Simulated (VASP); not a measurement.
Input of a VASP 6.6.1 run:

File POSCAR:

```
La2O3
1.0
    3.9351015445      0.0000000000      0.0000000000
   -1.9675507723      3.4078979040      0.0000000000
    0.0000000000      0.0000000000      6.1262271529
La O
2 3
Direct
    0.6666666667      0.3333333333      0.7538431649
    0.3333333333      0.6666666667      0.2461568351
    0.6666666667      0.3333333333      0.3538862904
    0.3333333333      0.6666666667      0.6461137096
    0.0000000000      0.0000000000      0.0000000000
```

The input INCAR.step1:

```
PREC = Accurate
ENCUT = 520
ISMEAR = -1
SIGMA = 0.02
LREAL = False
LASPH = True
NELM = 60
NBANDS = 28
GGA = PE
ALGO = Normal
EDIFF = 1E-4
LWAVE = True
LCHARG = False
```

File INCAR.step2:

```
PREC = Accurate
ENCUT = 520
EDIFF = 1E-6
ISMEAR = -1
SIGMA = 0.02
LREAL = False
LASPH = True
NELM = 60
ALGO = Normal
ISIF = 2
LWAVE = False
LCHARG = False
METAGGA = R2SCAN
LMIXTAU = True
NBANDS = 28
ISTART = 1
```

The input KPOINTS:

```
Automatic mesh
0
Gamma
  6 6 4
```

Potentials or basis: VASP PAW PBE potentials, release 64 (La, O).

The run is started by

```sh
$ cat potpaw_PBE.64/La/POTCAR potpaw_PBE.64/O/POTCAR > POTCAR
$ cp INCAR.step1 INCAR
$ mpirun -np 1 vasp_std > vasp.out
$ cp INCAR.step2 INCAR
$ mpirun -np 1 vasp_std > vasp.out
```

Q: Estimate the largest force.

A: 0.023 eV/Å.

Q: What does it give for the pressure?

A: -0.5 GPa.

Forces on the atoms (eV/Å):
```
La   0.000  0.000 -0.023
La   0.000  0.000  0.023
O    0.000  0.000 -0.006
O    0.000  0.000  0.006
O    0.000  0.000  0.000
```

Caveat: the PAW data sets were made with another functional, which shifts forces and pressure a little.
